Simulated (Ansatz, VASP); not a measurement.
**One calculation of W, two programs**

The input INCAR:

```
  PREC = Accurate
  ENCUT = 520
  EDIFF = 1E-6
  ISMEAR = -1
  SIGMA = 0.1
  LREAL = F
  LASPH = T
  NELM = 100
  ALGO = Normal
  ISIF = 2
  LWAVE = F
  LCHARG = T
  GGA = B5
  ALDAX = 1.0
  AGGAX = 1.0
  AGGAC = 1.0
  ALDAC = 0.0
  LELF = T
  LVHAR = T
  NBANDS = 36
```

Contents of KPOINTS:

```
regular mesh
0
Gamma
  14 14 4
```

Contents of POSCAR:

```
W
1.0
    2.8118536812      0.0000000000      0.0000000000
   -1.4059268406      2.4351367196      0.0000000000
    0.0000000000      0.0000000000      9.9829310417
W
4
Direct
    1.0000000000      0.0000000000      0.0000000000
    1.0000000000      0.0000000000      0.5000000000
    0.3333333333      0.6666666667      0.2500000000
    0.6666666667      0.3333333333      0.7500000000
```

Input for Ansatz:

```yaml
crystal:
  lattice:
    - [2.8118536812, 0.0, 0.0]
    - [-1.4059268406, 2.4351367196, 0.0]
    - [0.0, 0.0, 9.9829310417]
  atoms:
    - { symbol: W, position: [1.0, 0.0, 0.0] }
    - { symbol: W, position: [1.0, 0.0, 0.5] }
    - { symbol: W, position: [0.3333333333, 0.6666666667, 0.25] }
    - { symbol: W, position: [0.6666666667, 0.3333333333, 0.75] }
hamiltonian:
  xc: blyp
  pseudopotentials:
    kind: paw
    azcp:
      W: "pseudopotentials/W.paw.azcp"
basis:
  ecutwfc: 420
  fft_grid_basis: typed
kpoints:
  mp_grid: { grid: [14, 14, 4], shift: [0, 0, 0] }
magnetization:
  spin_polarized: false
scf:
  occupations: { method: fermi_dirac, width: 0.1 }
  lower_state_search: "off"
output:
  stress: true
```

Alike in both runs: task single point; functional BLYP; k mesh 14 × 14 × 4; occupations fermi-dirac, width 0.1 eV; no spin polarisation.

|  | VASP | Ansatz |
| --- | --- | --- |
| version | VASP 6.6.1 | Ansatz 0.2.0 |
| potentials or method | VASP PAW PBE potentials, release 64 (W_sv), cutoff 520 eV | plane waves (420 eV) with PAW, scalar-relativistic |
| valence electrons in the cell | 56 | 56 |

|  | VASP | Ansatz | Ansatz less VASP |
| --- | --- | --- | --- |
| pressure (GPa) | 1.3 | -0.1 | -1.36 |
| traceless stress, the component that is largest in VASP (GPa) | -0.43 | -0.18 | +0.247 |

VASP's potentials were made for PBE, not for BLYP.

Neither program's run includes spin-orbit coupling.
